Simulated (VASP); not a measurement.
# C in VASP: further runs

Runs on C. Level: PBE. Tasks: single point.

Everything below comes from runs of VASP 6.6.1. Logs are shortened: lines on timing, memory, paths and dates and some standing lists are left out, and cuts for length are marked.

## 1. The cell of the first run

The structure is orthorhombic, space group Cmme (No. 67). The conventional cell has a = 2.456 Å, b = 4.254 Å, c = 7.173 Å, α = 90.00°, β = 90.00°, γ = 90.00°. Within 1.9 Å of C (site symmetry m) lie 3 C at 1.42 Å.

## 2. Single point, PBE

INCAR

```
SYSTEM = C
PREC = Accurate
ENCUT = 520
EDIFF = 1E-7
ISMEAR = -1
SIGMA = 0.05
LREAL = .False.
LASPH = .True.
NELM = 60
ALGO = Normal
ISIF = 2
LWAVE = .False.
LCHARG = .True.
GGA = PE
LELF = .True.
LVHAR = .True.
NBANDS = 16
```

KPOINTS

```
regular mesh
0
Gamma
  12 12 4
  0 0 0
```

POSCAR

```
C
1.0
    1.2280479700     -2.1270618200      0.0000000000
    1.2280479700      2.1270618200      0.0000000000
    0.0000000000      0.0000000000      7.1732677600
C
4
Direct
    0.9166205400      0.0833794600      0.7531376000
    0.4166205400      0.5833794600      0.2468624000
    0.0833794600      0.9166205400      0.2468624000
    0.5833794600      0.4166205400      0.7531376000
```

Potentials or basis: VASP PAW PBE potentials, release 64 (C).

The run is started by

```sh
$ cat potpaw_PBE.64/C/POTCAR > POTCAR
$ mpirun -np 1 vasp_std > vasp.out
```

OUTCAR:

```text
SYSTEM = C
   PREC = Accurate
   ENCUT = 520
   EDIFF = 1E-7
   ISMEAR = -1
   LREAL = .False.
   LASPH = .True.
   NELM = 60
   ISIF = 2
   GGA = PE

 ion  position               nearest neighbor table
   1  0.917  0.083  0.753-   4 1.42   4 1.42   4 1.42
   2  0.417  0.583  0.247-   3 1.42   3 1.42   3 1.42
   3  0.083  0.917  0.247-   2 1.42   2 1.42   2 1.42
   4  0.583  0.417  0.753-   1 1.42   1 1.42   1 1.42

  LATTYP: Found a hexagonal cell.
 ALAT       =     2.4561135566
 C/A-ratio  =     2.9205765918

  Lattice vectors:

 A1 = (   1.2280479700,  -2.1270618200,   0.0000000000)
 A2 = (   1.2280479700,   2.1270618200,   0.0000000000)
 A3 = (   0.0000000000,   0.0000000000,   7.1732677600)

Analysis of symmetry for initial positions (statically):
=====================================================================
 Subroutine PRICEL returns:
 Original cell was already a primitive cell.

 Routine SETGRP: Setting up the symmetry group for a
 hexagonal supercell.

 Subroutine GETGRP returns: Found  8 space group operations
 (whereof  4 operations were pure point group operations)
 out of a pool of 24 trial point group operations.

The static configuration has the point symmetry C_2h.
 The point group associated with its full space group is D_2h.

Analysis of symmetry for dynamics (positions and initial velocities):
=====================================================================
 Subroutine PRICEL returns:
 Original cell was already a primitive cell.

 Routine SETGRP: Setting up the symmetry group for a
 hexagonal supercell.

 Subroutine GETGRP returns: Found  8 space group operations
 (whereof  4 operations were pure point group operations)
 out of a pool of 24 trial point group operations.

The dynamic configuration has the point symmetry C_2h.
 The point group associated with its full space group is D_2h.

 Subroutine INISYM returns: Found  8 space group operations
 (whereof  4 operations are pure point group operations),
 and found     1 'primitive' translations

----------------------------------------------------------------------------------------

                                     Primitive cell

  volume of cell :      37.4751

  direct lattice vectors                    reciprocal lattice vectors
     1.228047970 -2.127061820  0.000000000     0.407150219 -0.235066041  0.000000000
     1.228047970  2.127061820  0.000000000     0.407150219  0.235066041  0.000000000
     0.000000000  0.000000000  7.173267760     0.000000000  0.000000000  0.139406479

  length of vectors
     2.456113557  2.456113557  7.173267760     0.470135453  0.470135453  0.139406479

  position of ions in fractional coordinates (direct lattice)
     0.916620540  0.083379460  0.753137600
     0.416620540  0.583379460  0.246862400
     0.083379460  0.916620540  0.246862400
     0.583379460  0.416620540  0.753137600

  ion indices of the primitive-cell ions
   primitive index   ion index
                 1           1
                 2           2
                 3           3
                 4           4

----------------------------------------------------------------------------------------

 KPOINTS: regular mesh

Automatic generation of k-mesh.
 Grid dimensions read from file:
 generate k-points for:   12   12    4

 Generating k-lattice:

  Cartesian coordinates                     Fractional coordinates (reciprocal lattice)
     0.033929185 -0.019588837  0.000000000     0.083333333 -0.000000000  0.000000000
     0.033929185  0.019588837  0.000000000    -0.000000000  0.083333333  0.000000000
     0.000000000  0.000000000  0.034851620     0.000000000  0.000000000  0.250000000

  Length of vectors
     0.039177954  0.039177954  0.034851620

  Shift w.r.t. Gamma in fractional coordinates (k-lattice)
     0.000000000  0.000000000  0.000000000

 Subroutine IBZKPT returns following result:
 ===========================================

 Found    129 irreducible k-points:

 Following reciprocal coordinates:
            Coordinates               Weight
  0.000000  0.000000  0.000000      1.000000
  0.083333  0.000000  0.000000      4.000000
 -0.083333  0.083333  0.000000      2.000000
  0.166667  0.000000  0.000000      4.000000
 -0.166667  0.166667  0.000000      2.000000
  0.250000  0.000000  0.000000      4.000000
[... 16 lines left out ...]
 -0.083333  0.416667  0.000000      4.000000
 -0.416667  0.333333  0.000000      4.000000
 [... further k-points ...]
   k-points           NKPTS =    129   k-points in BZ     NKDIM =    129   number of bands    NBANDS=     16
   number of dos      NEDOS =    301   number of ions     NIONS =      4
   total plane-waves  NPLWV =  17496
   dimension x,y,z NGX =    18 NGY =   18 NGZ =   54
   dimension x,y,z NGXF=    36 NGYF=   36 NGZF=  108
   ions per type =               4
   NGX,Y,Z   is equivalent  to a cutoff of  12.18, 12.18, 12.51 a.u.
   NGXF,Y,Z  is equivalent  to a cutoff of  24.37, 24.37, 25.03 a.u.
 SYSTEM =  C
   PREC   = accura    normal or accurate (medium, high low for compatibility)
   ISTART =      0    job   : 0-new  1-cont  2-samecut
   ICHARG =      2    charge: 1-file 2-atom 10-const
   ISPIN  =      1    spin polarized calculation?
   LNONCOLLINEAR =      F non collinear calculations
   LSORBIT =      F    spin-orbit coupling
   LASPH  =      T    aspherical Exc in radial PAW
   ENCUT  =  520.0 eV  38.22 Ry    6.18 a.u.   4.57  4.57 13.34*2*pi/ulx,y,z
   NELM   =     60;   NELMIN=  2; NELMDL= -5     # of ELM steps
   EDIFF  = 0.1E-06   stopping-criterion for ELM
   LREAL  =      F    real-space projection
   EDIFFG = 0.1E-05   stopping-criterion for IOM
   NSW    =      0    number of steps for IOM
   IBRION =     -1    ionic relax: 0-MD 1-quasi-New 2-CG
   NFREE  =      0    steps in history (QN), initial steepest desc. (CG)
   ISIF   =      2    stress and relaxation
   ISYM   =      2    0-nonsym 1-usesym 2-fastsym
   POTIM  = 0.5000    time-step for ionic-motion
   TEBEG  =    0.0;   TEEND  =   0.0 temperature during run
   PSTRESS=    0.0 pullay stress
   NELECT =      16.0000    total number of electrons
   NUPDOWN=      -1.0000    fix difference up-down
   EMIN   =  10.00;   EMAX   =-10.00  energy-range for DOS
   EFERMI =   0.00;   METHOD = LEGACY
   ISMEAR =    -1;   SIGMA  =   0.05  broadening in eV -4-tet -1-fermi 0-gaus
   EFERMI_NEDOS =   21; number of points for ismear=-14 and -15
   IALGO  =     38    algorithm
   IMIX   =      4    mixing-type and parameters
     AMIX     =   0.40;   BMIX     =  1.00
     AMIX_MAG =   1.60;   BMIX_MAG =  1.00
  volume/ion in A,a.u.               =       9.37        63.22
  Fermi-wavevector in a.u.,A,eV,Ry     =   1.232728  2.329519 20.675669  1.519619
  Thomas-Fermi vector in A             =   2.367487
   LORBIT       =      0    0 simple, 1 ext, 2 COOP (PROOUT), +10 PAW based schemes
   GGA     = PE    functional components
   LHFCALC =     F    Hartree Fock is set to
   AEXX    =    0.0000 exact exchange contribution
   IVDW    =     0    specifies the selected vdW correction
   LEPSILON=     F    determine dielectric tensor
   LRPA    =     F    only Hartree local field effects (RPA)
 non-spin polarized calculation
  energy-cutoff  :      520.00
  volume of cell :       37.48
 maximum number of plane-waves:      1028
   NGX =  9   NGY =  9   NGZ = 27

 number of electron      15.9999996 magnetization

 Free energy of the ion-electron system (eV)
  ---------------------------------------------------
  ext. energy  EPLUGINS =         0.00000000
  ---------------------------------------------------
  free energy    TOTEN  =       -36.86735908 eV

  energy without entropy =      -36.86580739  energy(sigma->0) =      -36.86658323

 E-fermi :   4.1760     XC(G=0):  -9.8828

 val. band max:        4.1652738583   @ k =   0.3333   0.3333   0.5000
 cond. band min:       4.1893120339   @ k =   0.3333   0.3333   0.5000
 fundamental gap:      0.0240381756
 Fermi energy:         4.1760029317

 k-point     1 :       0.0000    0.0000    0.0000
  band No.  band energies     occupation
      1     -15.5117      2.00000
      2     -15.3363      2.00000
      3      -4.1593      2.00000
      4      -2.7802      2.00000
      5       1.1482      2.00000
      6       1.1541      2.00000
[... 8 lines left out ...]
     15      15.7248      0.00000
     16      15.8057      0.00000

 k-point     2 :       0.0833    0.0000    0.0000
  band No.  band energies     occupation
      1     -15.3455      2.00000
      2     -15.1721      2.00000
      3      -3.9574      2.00000
      4      -2.5883      2.00000
      5       0.4967      2.00000
      6       0.5152      2.00000
[... 8 lines left out ...]
     15      15.1255      0.00000
     16      15.2575      0.00000

 k-point     3 :      -0.0833    0.0833    0.0000
  band No.  band energies     occupation
      1     -15.3455      2.00000
      2     -15.1721      2.00000
      3      -3.9577      2.00000
      4      -2.5878      2.00000
      5       0.4909      2.00000
      6       0.5045      2.00000
[... 8 lines left out ...]
     15      15.1762      0.00000
     16      15.2059      0.00000

 k-point     4 :       0.1667    0.0000    0.0000
  band No.  band energies     occupation
      1     -14.8487      2.00000
      2     -14.6810      2.00000
      3      -3.3562      2.00000
      4      -2.0186      2.00000
      5      -1.1594      2.00000
      6      -1.1244      2.00000
[... 8 lines left out ...]
     15      15.1514      0.00000
     16      15.1521      0.00000
[... 324 lines left out ...]
 k-point    22 :       0.3333    0.0833    0.0000
  band No.  band energies     occupation
      1     -12.0984      2.00000
      2     -11.9624      2.00000
      3      -6.5215      2.00000
      4      -6.4378      2.00000
      5      -2.4289      2.00000
      6      -2.4028      2.00000
[... 8 lines left out ...]
     15      18.3121      0.00000
     16      19.1007      0.00000

 k-point    23 :      -0.0833    0.4167    0.0000
  band No.  band energies     occupation
      1     -12.0987      2.00000
      2     -11.9623      2.00000
      3      -6.5201      2.00000
      4      -6.4400      2.00000
      5      -2.4278      2.00000
      6      -2.4027      2.00000
[... 8 lines left out ...]
     15      18.3034      0.00000
     16      19.8078      0.00000

 k-point    24 :      -0.4167    0.3333    0.0000
  band No.  band energies     occupation
      1     -12.1000      2.00000
      2     -11.9612      2.00000
      3      -6.5229      2.00000
      4      -6.4436      2.00000
      5      -2.4281      2.00000
      6      -2.3938      2.00000
[... 8 lines left out ...]
     15      18.3315      0.00000
     16      20.3606      0.00000

 [... further k-points ...]
[... 5 lines left out ...]
  --------------------------------------------------------------------------------------
  -------------------------------------------------------------------------------------
  Total        1.3147245      1.2660953      0.3527049      0.0000000      0.0000000      0.0000000
  in kB       56.2086121     54.1295611     15.0792452      0.0000000      0.0000000      0.0000000
  external PRESSURE =      41.8058061 kB  Pullay stress =       0.0000000 kB

 VOLUME and BASIS-vectors are now :
 -----------------------------------------------------------------------------
  energy-cutoff  :      520.00
  volume of cell :       37.48
      direct lattice vectors                 reciprocal lattice vectors
     1.228047970 -2.127061820  0.000000000     0.407150219 -0.235066041  0.000000000
     1.228047970  2.127061820  0.000000000     0.407150219  0.235066041  0.000000000
     0.000000000  0.000000000  7.173267760     0.000000000  0.000000000  0.139406479

 POSITION                                       TOTAL-FORCE (eV/Angst)
 -----------------------------------------------------------------------------------
      1.22805     -1.77236      5.40246         0.000000     -0.023891     -0.007513
      1.22805      0.35471      1.77081         0.000000     -0.023891      0.007513
      1.22805      1.77236      1.77081         0.000000      0.023891      0.007513
      1.22805     -0.35471      5.40246         0.000000      0.023891     -0.007513
 -----------------------------------------------------------------------------------
    total drift:                                0.000000     -0.000000      0.000000

  FREE ENERGIE OF THE ION-ELECTRON SYSTEM (eV)
  ---------------------------------------------------
  free  energy   TOTEN  =       -36.8673590766 eV

  energy  without entropy=      -36.8658073908  energy(sigma->0) =      -36.86658323
```

Wall time 28 s (1 thread of Intel Xeon 6975P-C (Granite Rapids), shared host); peak memory 0.17 GiB.

What came out:

```yaml
Free_energy: -36.8674 eV
Pressure: 4.2 GPa
Largest_force: 0.025 eV/Å
Band_gap_on_the_k_mesh: 0.02 eV
```

Forces in eV/Å, atoms in the order of the input:
```
C    0.000 -0.024 -0.008
C    0.000 -0.024  0.008
C    0.000  0.024  0.008
C    0.000  0.024 -0.008
```

Caveat: this functional lacks dispersion, which binds the layers, so the pressure and a relaxed spacing across them are unreliable.

## 3. Single point, PBE

This run uses another cell than the first one, of 9.56 Å³/atom, 1.020 times its volume.

INCAR

```
PREC     = Accurate       # precision mode
ENCUT    = 520            # plane-wave cutoff, eV
EDIFF    = 1E-6           # SCF threshold, eV
ISMEAR   = -1             # smearing method
SIGMA    = 0.05           # smearing width, eV
LREAL    = False          # projectors in reciprocal space
LASPH    = True           # aspherical terms in the spheres
NELM     = 100            # most SCF steps
ALGO     = Normal         # electronic algorithm
ISIF     = 2              # what is computed and relaxed
LWAVE    = False          # write WAVECAR
LCHARG   = False          # write CHGCAR
GGA      = PE             # functional
NBANDS   = 16             # bands
```

KPOINTS

```
Automatic mesh
0
Gamma
  12 12 4
```

POSCAR

```
C
1.0
    1.2361809750     -2.1411487327      0.0000000000
    1.2361809750      2.1411487327      0.0000000000
    0.0000000000      0.0000000000      7.2207742290
C
4
Direct
    0.9166205400      0.0833794600      0.7531376000
    0.4166205400      0.5833794600      0.2468624000
    0.0833794600      0.9166205400      0.2468624000
    0.5833794600      0.4166205400      0.7531376000
```

Potentials or basis: VASP PAW PBE potentials, release 64 (C).

The run is started by

```sh
$ cat potpaw_PBE.64/C/POTCAR > POTCAR
$ mpirun -np 1 vasp_std > vasp.out
```

Wall time 25 s (1 thread of Intel Xeon 6975P-C (Granite Rapids), shared host); peak memory 0.17 GiB.

It converged, with:

| Property | Result |
| --- | --- |
| Free energy | -36.8752 eV |
| Pressure | -1.0 GPa |
| Largest force | 0.024 eV/Å |
| Band gap on the k mesh | 0.02 eV |

Forces on the atoms (eV/Å):
```
C    0.000 -0.023 -0.007
C    0.000 -0.023  0.007
C    0.000  0.023  0.007
C    0.000  0.023 -0.007
```

Stress tensor (GPa, compression positive):
```
-2.08  0.00  0.00
 0.00 -2.28  0.00
 0.00  0.00  1.36
```

Levels at points of the mesh, in eV from the valence-band top:
| k point | band 6 | band 7 | band 8 | band 9 | band 10 | band 11 |
| --- | --- | --- | --- | --- | --- | --- |
| (0.00, 0.00, 0.00) | -3.02 | -3.02 | -3.00 | 3.81 | 8.25 | 8.28 |
| (0.50, 0.00, 0.00) | -6.37 | -2.37 | -2.37 | 1.79 | 1.79 | 7.32 |
| (0.50, 0.50, 0.00) | -6.35 | -2.77 | -1.84 | 1.17 | 2.25 | 7.21 |
| (0.00, 0.00, 0.50) | -3.02 | -3.01 | -3.01 | 5.83 | 6.03 | 8.27 |
| (0.50, 0.00, 0.50) | -6.37 | -2.33 | -2.33 | 1.67 | 1.67 | 7.31 |
| (0.50, 0.50, 0.50) | -6.36 | -2.37 | -2.29 | 1.64 | 1.70 | 7.31 |

Caveat: this functional lacks dispersion, which binds the layers, so the pressure and a relaxed spacing across them are unreliable.

## 4. Single point, PBE

This run uses another cell than the first one, of 9.74 Å³/atom, 1.040 times its volume.

INCAR

```
SYSTEM = C
ALGO = Normal
EDIFF = 1E-7
ENCUT = 520
GGA = PE
ISIF = 2
ISMEAR = -1
LASPH = .TRUE.
LCHARG = .FALSE.
LREAL = .FALSE.
LWAVE = .FALSE.
NBANDS = 16
NELM = 60
PREC = Accurate
SIGMA = 0.05
```

KPOINTS

```
k-points
0
G
  12 12 4
  0 0 0
```

POSCAR

```
C
1.0
    1.2442083491     -2.1550526854      0.0000000000
    1.2442083491      2.1550526854      0.0000000000
    0.0000000000      0.0000000000      7.2676636872
C
4
Direct
    0.9166205400      0.0833794600      0.7531376000
    0.4166205400      0.5833794600      0.2468624000
    0.0833794600      0.9166205400      0.2468624000
    0.5833794600      0.4166205400      0.7531376000
```

The run is started by

```sh
$ cat potpaw_PBE.64/C/POTCAR > POTCAR
$ mpirun -np 1 vasp_std > vasp.out
```

Run time: 30 s. Hardware: 1 thread of Intel Xeon 6975P-C (Granite Rapids), shared host; peak memory 0.18 GiB.

The run converged. Its results:

| Quantity | Value |
| --- | --- |
| Free energy | -36.8598 eV |
| Pressure | -5.7 GPa |
| Largest force | 0.023 eV/Å |
| Band gap on the k mesh | 0.02 eV |

Forces on the atoms (eV/Å):
```
C    0.000 -0.022 -0.007
C    0.000 -0.022  0.007
C    0.000  0.022  0.007
C    0.000  0.022 -0.007
```

Stress tensor (GPa, compression positive):
```
-9.11  0.00  0.00
 0.00 -9.30  0.00
 0.00  0.00  1.27
```

Levels at points of the mesh, in eV from the valence-band top:
```
           k point  band 4  band 5  band 6  band 7  band 8  band 9  band 10  band 11  band 12  band 13
(0.00, 0.00, 0.00)   -6.72   -3.03   -3.03   -3.03   -3.01    3.84     8.13     8.16     8.18     8.18
(0.50, 0.00, 0.00)  -13.03   -6.32   -6.32   -2.33   -2.33    1.77     1.77     7.13     7.13    10.98
(0.50, 0.50, 0.00)  -13.00   -6.33   -6.30   -2.72   -1.82    1.18     2.22     7.02     7.24    10.84
(0.00, 0.00, 0.50)   -7.38   -3.03   -3.03   -3.02   -3.02    5.82     6.02     8.15     8.15     8.17
(0.50, 0.00, 0.50)  -13.04   -6.32   -6.32   -2.30   -2.30    1.66     1.66     7.13     7.13    12.00
(0.50, 0.50, 0.50)  -13.04   -6.32   -6.31   -2.33   -2.26    1.63     1.69     7.12     7.14    12.09
```

Caveat: this functional lacks dispersion, which binds the layers, so the pressure and a relaxed spacing across them are unreliable.

(Continued in part 2 of 2.)
